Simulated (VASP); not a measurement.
# LiCl (I4/mmm) in VASP: notebook

The runs below take LiCl through single point, with PBEsol.

Everything below comes from runs of VASP 6.6.1. Logs are shortened: lines on timing, memory, paths and dates and some standing lists are left out, and cuts for length are marked.

### 1 The cell of the first run

The structure is tetragonal, space group I4/mmm (No. 139). The conventional cell has a = 3.496 Å, b = 3.496 Å, c = 5.097 Å, α = 90.00°, β = 90.00°, γ = 90.00°. Li (site symmetry 4/mmm) has 6 Cl at 2.47 to 2.55 Å within 3.3 Å. Within 3.3 Å of Cl (site symmetry 4/mmm) lie 6 Li at 2.47 to 2.55 Å.

### 2 Single point, PBEsol (strained)

Contents of INCAR:

```
SYSTEM = LiCl
PREC     = Accurate       ! precision mode
ENCUT    = 520            ! plane-wave cutoff, eV
EDIFF    = 1E-6           ! SCF threshold, eV
ISMEAR   = 0              ! smearing method
SIGMA    = 0.02           ! smearing width, eV
LREAL    = .FALSE.        ! projectors in reciprocal space
LASPH    = .TRUE.         ! aspherical terms in the spheres
NELM     = 60             ! most SCF steps
ALGO     = Normal         ! electronic algorithm
ISIF     = 2              ! what is computed and relaxed
LWAVE    = .FALSE.        ! write WAVECAR
LCHARG   = .TRUE.         ! write CHGCAR
GGA      = PS             ! functional
LELF     = .TRUE.         ! ELF
LVHAR    = .TRUE.       
NBANDS   = 12             ! bands
```

Contents of KPOINTS:

```
regular mesh
0
G
  8 8 8
  0 0 0
```

Contents of POSCAR:

```
LiCl
1.0
    0.0000000000      2.5487302500      2.4717874500
    2.4717874500      0.0000000000      2.4717874500
    2.4717874500      2.5487302500      0.0000000000
Li Cl
1 1
Direct
    0.0000000000      0.0000000000      0.0000000000
    0.5000000000      0.5000000000      0.5000000000
```

Potentials or basis: VASP PAW PBE potentials, release 64 (Li_sv, Cl).

Launch:

```bash
$ cat potpaw_PBE.64/Li_sv/POTCAR potpaw_PBE.64/Cl/POTCAR > POTCAR
$ mpirun -np 1 vasp_std > vasp.out
```

OUTCAR:

```text
SYSTEM = LiCl
   PREC = Accurate
   ENCUT = 520
   EDIFF = 1E-6
   ISMEAR = 0
   LREAL = .FALSE.
   LASPH = .TRUE.
   NELM = 60
   ISIF = 2
   GGA = PS

 ion  position               nearest neighbor table
   1  0.000  0.000  0.000-   2 2.47   2 2.47   2 2.47   2 2.47   2 2.55   2 2.55
   2  0.500  0.500  0.500-   1 2.47   1 2.47   1 2.47   1 2.47   1 2.55   1 2.55

  LATTYP: Found a body centered tetragonal cell.
 ALAT       =     3.4956353351
 C/A-ratio  =     1.4582357744

  Lattice vectors:

 A1 = (   0.0000000000,  -2.5487302500,   2.4717874500)
 A2 = (   0.0000000000,  -2.5487302500,  -2.4717874500)
 A3 = (   2.4717874500,   2.5487302500,   0.0000000000)

Analysis of symmetry for initial positions (statically):
=====================================================================
 Subroutine PRICEL returns:
 Original cell was already a primitive cell.

 Routine SETGRP: Setting up the symmetry group for a
 body centered tetragonal supercell.

 Subroutine GETGRP returns: Found 16 space group operations
 (whereof 16 operations were pure point group operations)
 out of a pool of 16 trial point group operations.

The static configuration has the point symmetry D_4h.

Analysis of symmetry for dynamics (positions and initial velocities):
=====================================================================
 Subroutine PRICEL returns:
 Original cell was already a primitive cell.

 Routine SETGRP: Setting up the symmetry group for a
 body centered tetragonal supercell.

 Subroutine GETGRP returns: Found 16 space group operations
 (whereof 16 operations were pure point group operations)
 out of a pool of 16 trial point group operations.

The dynamic configuration has the point symmetry D_4h.

 Subroutine INISYM returns: Found 16 space group operations
 (whereof 16 operations are pure point group operations),
 and found     1 'primitive' translations

----------------------------------------------------------------------------------------

                                     Primitive cell

  volume of cell :      31.1441

  direct lattice vectors                    reciprocal lattice vectors
     0.000000000  2.548730250  2.471787450    -0.202282765  0.196176116  0.202282765
     2.471787450  0.000000000  2.471787450     0.202282765 -0.196176116  0.202282765
     2.471787450  2.548730250  0.000000000     0.202282765  0.196176116 -0.202282765

  length of vectors
     3.550458996  3.495635335  3.550458996     0.346874188  0.346874188  0.346874188

  position of ions in fractional coordinates (direct lattice)
     0.000000000  0.000000000  0.000000000
     0.500000000  0.500000000  0.500000000

  ion indices of the primitive-cell ions
   primitive index   ion index
                 1           1
                 2           2

----------------------------------------------------------------------------------------

 KPOINTS: regular mesh

Automatic generation of k-mesh.
 Grid dimensions read from file:
 generate k-points for:    8    8    8

 Generating k-lattice:

  Cartesian coordinates                     Fractional coordinates (reciprocal lattice)
    -0.025285346  0.024522014  0.025285346     0.125000000  0.000000000  0.000000000
     0.025285346 -0.024522014  0.025285346     0.000000000  0.125000000  0.000000000
     0.025285346  0.024522014 -0.025285346     0.000000000  0.000000000  0.125000000

  Length of vectors
     0.043359274  0.043359274  0.043359274

  Shift w.r.t. Gamma in fractional coordinates (k-lattice)
     0.000000000  0.000000000  0.000000000

 Subroutine IBZKPT returns following result:
 ===========================================

 Found     59 irreducible k-points:

 Following reciprocal coordinates:
            Coordinates               Weight
  0.000000  0.000000  0.000000      1.000000
  0.125000  0.000000 -0.000000      8.000000
  0.250000  0.000000 -0.000000      8.000000
  0.375000  0.000000 -0.000000      8.000000
  0.500000  0.000000 -0.000000      4.000000
  0.125000  0.125000  0.000000      4.000000
[... 16 lines left out ...]
  0.250000  0.000000  0.125000      8.000000
  0.375000  0.000000  0.125000      8.000000
 [... further k-points ...]
   k-points           NKPTS =     59   k-points in BZ     NKDIM =     59   number of bands    NBANDS=     12
   number of dos      NEDOS =    301   number of ions     NIONS =      2
   total plane-waves  NPLWV =  21952
   dimension x,y,z NGX =    28 NGY =   28 NGZ =   28
   dimension x,y,z NGXF=    56 NGYF=   56 NGZF=   56
   ions per type =               1   1
   NGX,Y,Z   is equivalent  to a cutoff of  13.11, 13.32, 13.11 a.u.
   NGXF,Y,Z  is equivalent  to a cutoff of  26.22, 26.63, 26.22 a.u.
 SYSTEM =  LiCl
   PREC   = accura    normal or accurate (medium, high low for compatibility)
   ISTART =      0    job   : 0-new  1-cont  2-samecut
   ICHARG =      2    charge: 1-file 2-atom 10-const
   ISPIN  =      1    spin polarized calculation?
   LNONCOLLINEAR =      F non collinear calculations
   LSORBIT =      F    spin-orbit coupling
   LASPH  =      T    aspherical Exc in radial PAW
   ENCUT  =  520.0 eV  38.22 Ry    6.18 a.u.   6.60  6.50  6.60*2*pi/ulx,y,z
   NELM   =     60;   NELMIN=  2; NELMDL= -5     # of ELM steps
   EDIFF  = 0.1E-05   stopping-criterion for ELM
   LREAL  =      F    real-space projection
   EDIFFG = 0.1E-04   stopping-criterion for IOM
   NSW    =      0    number of steps for IOM
   IBRION =     -1    ionic relax: 0-MD 1-quasi-New 2-CG
   NFREE  =      0    steps in history (QN), initial steepest desc. (CG)
   ISIF   =      2    stress and relaxation
   ISYM   =      2    0-nonsym 1-usesym 2-fastsym
   POTIM  = 0.5000    time-step for ionic-motion
   TEBEG  =    0.0;   TEEND  =   0.0 temperature during run
   PSTRESS=    0.0 pullay stress
   NELECT =      10.0000    total number of electrons
   NUPDOWN=      -1.0000    fix difference up-down
   EMIN   =  10.00;   EMAX   =-10.00  energy-range for DOS
   EFERMI =   0.00;   METHOD = LEGACY
   ISMEAR =     0;   SIGMA  =   0.02  broadening in eV -4-tet -1-fermi 0-gaus
   EFERMI_NEDOS =   21; number of points for ismear=-14 and -15
   IALGO  =     38    algorithm
   IMIX   =      4    mixing-type and parameters
     AMIX     =   0.40;   BMIX     =  1.00
     AMIX_MAG =   1.60;   BMIX_MAG =  1.00
  volume/ion in A,a.u.               =      15.57       105.09
  Fermi-wavevector in a.u.,A,eV,Ry     =   1.121027  2.118434 17.098467  1.256702
  Thomas-Fermi vector in A             =   2.257678
   LORBIT       =      0    0 simple, 1 ext, 2 COOP (PROOUT), +10 PAW based schemes
   GGA     = PS    functional components
   LHFCALC =     F    Hartree Fock is set to
   AEXX    =    0.0000 exact exchange contribution
   IVDW    =     0    specifies the selected vdW correction
   LEPSILON=     F    determine dielectric tensor
   LRPA    =     F    only Hartree local field effects (RPA)
 non-spin polarized calculation
 Gauss-broadening in eV      SIGMA  =   0.02
  energy-cutoff  :      520.00
  volume of cell :       31.14
 maximum number of plane-waves:       869
 NGX is ok and might be reduce to    28
   NGX = 13   NGY = 13   NGZ = 13

 number of electron      10.0000000 magnetization

 number of electron       9.9999992 magnetization

 Free energy of the ion-electron system (eV)
  ---------------------------------------------------
  ext. energy  EPLUGINS =         0.00000000
  ---------------------------------------------------
  free energy    TOTEN  =        -7.62912892 eV

  energy without entropy =       -7.62912892  energy(sigma->0) =       -7.62912892

 E-fermi :   1.4390     XC(G=0):  -9.2621

 val. band max:        1.2197359030   @ k =   0.0000   0.0000   0.0000
 cond. band min:       7.7826276870   @ k =   0.0000   0.0000   0.0000
 fundamental gap:      6.5628917839
 Fermi energy:         1.4390240327

 k-point     1 :       0.0000    0.0000    0.0000
  band No.  band energies     occupation
      1     -41.5260      2.00000
      2     -12.5304      2.00000
      3       1.1371      2.00000
      4       1.1371      2.00000
      5       1.2197      2.00000
      6       7.7826      0.00000
      7      12.8547      0.00000
      8      13.1382      0.00000
      9      13.1382      0.00000
     10      15.6135      0.00000
     11      15.7085      0.00000
     12      16.2236      0.00000

 k-point     2 :       0.1250    0.0000   -0.0000
  band No.  band energies     occupation
      1     -41.5253      2.00000
      2     -12.4399      2.00000
      3       0.5602      2.00000
      4       1.1006      2.00000
      5       1.1348      2.00000
      6       8.2499      0.00000
      7      12.2658      0.00000
      8      12.8426      0.00000
      9      13.1527      0.00000
     10      14.2702      0.00000
     11      14.4844      0.00000
     12      16.4934      0.00000

 k-point     3 :       0.2500    0.0000   -0.0000
  band No.  band energies     occupation
      1     -41.5236      2.00000
      2     -12.2070      2.00000
      3      -0.6379      2.00000
      4       0.9954      2.00000
      5       1.0182      2.00000
      6       8.4895      0.00000
      7      11.6776      0.00000
      8      12.0201      0.00000
      9      12.3661      0.00000
     10      15.2234      0.00000
     11      15.2286      0.00000
     12      17.1038      0.00000

 k-point     4 :       0.3750    0.0000   -0.0000
  band No.  band energies     occupation
      1     -41.5219      2.00000
      2     -11.9497      2.00000
      3      -1.6566      2.00000
      4       0.8685      2.00000
      5       0.9436      2.00000
      6       8.0298      0.00000
      7      10.7750      0.00000
      8      11.0526      0.00000
      9      13.8661      0.00000
     10      17.0576      0.00000
     11      17.1923      0.00000
     12      17.8145      0.00000

 k-point     5 :       0.5000    0.0000   -0.0000
  band No.  band energies     occupation
      1     -41.5212      2.00000
      2     -11.8344      2.00000
      3      -2.0499      2.00000
      4       0.8188      2.00000
      5       0.9147      2.00000
      6       7.7976      0.00000
      7      10.4609      0.00000
      8      10.7157      0.00000
      9      14.8296      0.00000
     10      18.4225      0.00000
     11      18.5081      0.00000
     12      18.8051      0.00000
[... 228 lines left out ...]
      1     -41.5194      2.00000
      2     -11.4983      2.00000
      3      -2.1816      2.00000
      4      -0.2675      2.00000
      5      -0.0421      2.00000
      6       9.0780      0.00000
      7       9.0902      0.00000
      8      14.2911      0.00000
      9      15.3619      0.00000
     10      16.0507      0.00000
     11      18.5335      0.00000
     12      19.9084      0.00000

 k-point    22 :       0.1250    0.0000    0.1250
  band No.  band energies     occupation
      1     -41.5252      2.00000
      2     -12.4126      2.00000
      3       0.6606      2.00000
      4       0.9391      2.00000
      5       0.9391      2.00000
      6       8.5230      0.00000
      7      11.8903      0.00000
      8      12.5604      0.00000
      9      13.3742      0.00000
     10      13.3742      0.00000
     11      16.4788      0.00000
     12      17.0863      0.00000

 k-point    23 :       0.2500    0.0000    0.1250
  band No.  band energies     occupation
      1     -41.5238      2.00000
      2     -12.2270      2.00000
      3      -0.2833      2.00000
      4       0.7731      2.00000
      5       0.8188      2.00000
      6       9.1566      0.00000
      7      11.2896      0.00000
      8      11.5075      0.00000
      9      13.0900      0.00000
     10      14.1832      0.00000
     11      16.2604      0.00000
     12      17.7262      0.00000

 k-point    24 :       0.3750    0.0000    0.1250
  band No.  band energies     occupation
      1     -41.5221      2.00000
      2     -11.9715      2.00000
      3      -1.3184      2.00000
      4       0.5770      2.00000
      5       0.6976      2.00000
      6       8.8815      0.00000
      7      10.5882      0.00000
      8      12.0341      0.00000
      9      12.5635      0.00000
     10      15.7779      0.00000
     11      17.6661      0.00000
     12      18.4365      0.00000

 [... further k-points ...]
[... 5 lines left out ...]
  --------------------------------------------------------------------------------------
  -------------------------------------------------------------------------------------
  Total        0.4170344      0.1045747      0.4170344     -0.0000000      0.0000000      0.0000000
  in kB       21.4539050      5.3797381     21.4539050     -0.0000000      0.0000000      0.0000000
  external PRESSURE =      16.0958494 kB  Pullay stress =       0.0000000 kB

 VOLUME and BASIS-vectors are now :
 -----------------------------------------------------------------------------
  energy-cutoff  :      520.00
  volume of cell :       31.14
      direct lattice vectors                 reciprocal lattice vectors
     0.000000000  2.548730250  2.471787450    -0.202282765  0.196176116  0.202282765
     2.471787450  0.000000000  2.471787450     0.202282765 -0.196176116  0.202282765
     2.471787450  2.548730250  0.000000000     0.202282765  0.196176116 -0.202282765

 POSITION                                       TOTAL-FORCE (eV/Angst)
 -----------------------------------------------------------------------------------
      0.00000      0.00000      0.00000         0.000000     -0.000000     -0.000000
      2.47179      2.54873      2.47179        -0.000000      0.000000      0.000000
 -----------------------------------------------------------------------------------
    total drift:                                0.000000      0.000000      0.000000

  FREE ENERGIE OF THE ION-ELECTRON SYSTEM (eV)
  ---------------------------------------------------
  free  energy   TOTEN  =        -7.6291289174 eV

  energy  without entropy=       -7.6291289174  energy(sigma->0) =       -7.62912892
```

Run time: 14 s. Hardware: 1 thread of Intel Xeon Platinum 8488C (Sapphire Rapids), shared host; peak memory 0.16 GiB.

Results:

| Quantity | Value |
| --- | --- |
| Free energy | -7.6291 eV |
| Band gap on the k mesh | 6.56 eV, direct |

Caveat: the cell differs from its parent crystal (strained); the cutoff is under 1.25 times the usual one of these potentials, so pressure, stress and relaxed cells hold a basis-set (Pulay) error; the PAW data sets were made with another functional, which shifts forces and pressure a little. A k mesh can miss the band edges.

### 3 Single point, PBEsol (strained)

Contents of INCAR:

```
PREC = Accurate
ENCUT = 520
EDIFF = 1E-6
ISMEAR = 0
SIGMA = 0.02
LREAL = F
LASPH = T
NELM = 80
ALGO = Normal
ISIF = 2
LWAVE = F
LCHARG = F
GGA = PS
NBANDS = 12
```

Contents of KPOINTS:

```
regular mesh
0
Gamma
  8 8 8
```

Contents of POSCAR:

```
LiCl
1.0
    0.0000000000      2.7627594720      2.6088738720
    2.6088738720      0.0000000000      2.6088738720
    2.6088738720      2.7627594720      0.0000000000
Li Cl
1 1
Direct
    0.0000000000      0.0000000000      0.0000000000
    0.5000000000      0.5000000000      0.5000000000
```

Potentials or basis: VASP PAW PBE potentials, release 64 (Li_sv, Cl).

Launch:

```bash
$ cat potpaw_PBE.64/Li_sv/POTCAR potpaw_PBE.64/Cl/POTCAR > POTCAR
$ mpirun -np 1 vasp_std > vasp.out
```

Run time: 14 s. Hardware: 1 thread of Intel Xeon Platinum 8488C (Sapphire Rapids), shared host; peak memory 0.15 GiB.

Results (log left out):

* Free energy: -7.5687 eV
* Band gap on the k mesh: 5.51 eV, direct

Levels at points of the mesh, in eV from the valence-band top:
| k point | band 3 | band 4 | band 5 | band 6 | band 7 | band 8 |
| --- | --- | --- | --- | --- | --- | --- |
| (0.00, 0.00, 0.00) | -0.12 | -0.12 | 0.00 | 5.51 | 11.34 | 11.81 |
| (0.50, 0.00, 0.00) | -2.53 | -0.35 | -0.23 | 6.37 | 9.07 | 9.47 |
| (0.50, 0.50, 0.00) | -2.57 | -1.23 | -0.89 | 7.45 | 8.09 | 11.58 |
| (0.50, 0.00, 0.50) | -2.55 | -0.91 | -0.91 | 7.53 | 8.32 | 10.87 |

Caveat: the cell differs from its parent crystal (strained); the cutoff is under 1.25 times the usual one of these potentials, so pressure, stress and relaxed cells hold a basis-set (Pulay) error; the PAW data sets were made with another functional, which shifts forces and pressure a little. A k mesh can miss the band edges.
